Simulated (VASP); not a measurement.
Bi, 1 atom in the cell. Symmetry: Im-3m, No. 229, cubic system. The conventional cell has a = 3.912 Å, b = 3.912 Å, c = 3.912 Å, α = 90.00°, β = 90.00°, γ = 90.00°. Within 4.5 Å of Bi (site symmetry m-3m) lie 14 Bi at 3.39 to 3.91 Å. 

* Program: VASP 6.6.1
* Task: single point
* Functional: RPBE
* Dispersion: D4
* Potentials or basis: VASP PAW PBE potentials, release 64 (Bi_d)
* Cutoff: 520 eV
* k mesh: 9 × 9 × 9
* Occupations: fermi-dirac, width 0.05 eV
* Spin: no spin polarisation
* Dipole correction: no
* Further INCAR settings: ALGO = Normal; EDIFF = 1e-06; NBANDS = 14

Potentials or basis: VASP PAW PBE potentials, release 64 (Bi_d).

Command:

```sh
$ cat potpaw_PBE.64/Bi_d/POTCAR > POTCAR
$ mpirun -np 1 vasp_std > vasp.out
```

Hardware: 1 thread of Intel(R) Xeon(R) 6975P-C (Granite Rapids) (shared host).

Estimate the wall time of this run.

It took 6.2 s on 1 thread of Intel(R) Xeon(R) 6975P-C (Granite Rapids), on a shared host, peak memory 0.15 GiB. Counts: scf iterations 11, k points 35.
